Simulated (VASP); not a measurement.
A run of VASP 6.6.1:

Contents of INCAR:

```
ALGO = Normal
EDIFF = 1E-6
ENCUT = 600
GGA = PE
GGA_COMPAT = False
ISIF = 2
ISMEAR = 1
LASPH = True
LCHARG = False
LREAL = False
LWAVE = False
NBANDS = 15
NELM = 120
PREC = Accurate
SIGMA = 0.1
```

File KPOINTS:

```
k-points
0
Gamma
  15 15 9
```

Contents of POSCAR:

```
Os
1.0
    2.7341000000      0.0000000000      0.0000000000
   -1.3670500000      2.3678000565      0.0000000000
    0.0000000000      0.0000000000      4.3197000000
Os
2
Direct
    0.6666666667      0.3333333333      0.7500000000
    0.3333333333      0.6666666667      0.2500000000
```

Potentials or basis: VASP PAW PBE potentials, release 64 (Os).

The run is started by

```bash
$ cat potpaw_PBE.64/Os/POTCAR > POTCAR
$ mpirun -np 1 vasp_std > vasp.out
```

Hardware: 1 thread of AMD EPYC 7R43 64-Core Processor (Zen 3), with other jobs on the host.

How long does it take, and how much memory?

Wall time 99 s on 1 thread of AMD EPYC 7R43 64-Core Processor (Zen 3), on a shared host, peak memory 0.16 GiB. Counts: scf iterations 12, k points 135.
